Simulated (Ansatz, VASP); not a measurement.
# Se: VASP beside Ansatz

Contents of INCAR:

```
SYSTEM = Se
PREC     = Accurate       ! precision mode
ENCUT    = 520            ! plane-wave cutoff, eV
EDIFF    = 1E-6           ! SCF threshold, eV
ISMEAR   = -1             ! smearing method
SIGMA    = 0.03           ! smearing width, eV
LREAL    = .FALSE.        ! projectors in reciprocal space
LASPH    = .TRUE.         ! aspherical terms in the spheres
NELM     = 60             ! most SCF steps
ALGO     = Normal         ! electronic algorithm
ISIF     = 2              ! what is computed and relaxed
LWAVE    = .FALSE.        ! write WAVECAR
LCHARG   = .FALSE.        ! write CHGCAR
GGA      = PE             ! functional
NBANDS   = 16             ! bands
```

The input KPOINTS:

```
Automatic mesh
0
G
  6 6 5
  0 0 0
```

POSCAR

```
Se
1.0
    4.4236565372      0.0000000000      0.0000000000
   -2.2118282686      3.8309989389      0.0000000000
    0.0000000000      0.0000000000      5.0187864228
Se
3
Direct
    0.2254000000      0.0000000000      0.3333333333
    0.0000000000      0.2254000000      0.6666666667
    0.7746000000      0.7746000000      0.0000000000
```

Input for Ansatz:

```yaml
crystal:
  lattice:
    - [4.4236565372, 0.0, 0.0]
    - [-2.2118282686, 3.8309989389, 0.0]
    - [0.0, 0.0, 5.0187864228]
  atoms:
    - { symbol: Se, position: [0.2254, 0.0, 0.3333333333] }
    - { symbol: Se, position: [0.0, 0.2254, 0.6666666667] }
    - { symbol: Se, position: [0.7746, 0.7746, 0.0] }
kpoints:
  mp_grid: { grid: [6, 6, 5] }
  band_path:
    path:
      - [0.0, 0.0, 0.0]
      - [0.5, 0.0, 0.0]
      - [0.3333333333, 0.3333333333, 0.0]
      - [0.0, 0.0, 0.0]
      - [0.0, 0.0, 0.5]
      - [0.5, 0.0, 0.5]
      - [0.3333333333, 0.3333333333, 0.5]
      - [0.0, 0.0, 0.5]
      - [0.5, 0.0, 0.5]
    npoints: 5
scf:
  occupations: { method: fermi_dirac, width: 0.03 }
hamiltonian:
  xc: pbe
  pseudopotentials: { kind: all_electron, lapw: { basis_error: 0.001 } }
output:
  forces: true
  stress: true
  eigenvalues: true
```

Change from the starting cell: volume scaled by 1.04.

Alike in both runs: task single point; functional PBE; k mesh 6 × 6 × 5; occupations fermi-dirac, width 0.03 eV; no spin polarisation.

|  | VASP | Ansatz |
| --- | --- | --- |
| version | VASP 6.6.1 | Ansatz 0.2.0 |
| potentials or method | VASP PAW PBE potentials, release 64 (Se), cutoff 520 eV | all-electron LAPW, scalar-relativistic |

|  | VASP | Ansatz | Ansatz less VASP |
| --- | --- | --- | --- |
| gap on the k mesh at the Fermi level (eV) | 1.33 | 1.33 | +0.007 |
| pressure (GPa) | 0.7 | 0.5 | -0.11 |
| traceless stress, the component that is largest in VASP (GPa) | 0.37 | 0.33 | -0.042 |
| rms of the force components (eV/Å) | 0.021 | 0.003 | -0.0184 |

Atom by atom the forces differ by 0.018 eV/Å (rms over components). Ansatz ran all-electron here, and VASP with PAW potentials.
